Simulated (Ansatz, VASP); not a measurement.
# One calculation of Pd, two programs

```
Pd
1.0
     0.00000    1.94547    1.94547
     1.94547    0.00000    1.94547
     1.94547    1.94547    0.00000
Pd
1
Direct
  0.00000 0.00000 0.00000
```

Alike in both runs: functional r2SCAN; dispersion rVV10; k mesh 15 × 15 × 15; occupations fermi-dirac, width 0.1 eV; no spin polarisation.

Ansatz relaxed the structure, and its values are those at the end. VASP's run is a single point on that final structure, the one shown.

|  | VASP | Ansatz |
| --- | --- | --- |
| version | VASP 6.6.1 | Ansatz 0.2.0 |
| potentials or method | VASP PAW PBE potentials, release 64 (Pd), cutoff 520 eV | plane waves, PAW |
| valence electrons in the cell | 10 | 18 |

Ansatz gave:

| Item | Value |
| --- | --- |
| pressure (GPa) | 0.0 |

Question: Estimate VASP's values.

Answer: Pressure (GPa): 1.2.

VASP's potentials were made for PBE, not for r2SCAN. VASP's potentials hold 10 valence electrons a cell and Ansatz's 18, so a difference there can come from the potentials and not from the codes.
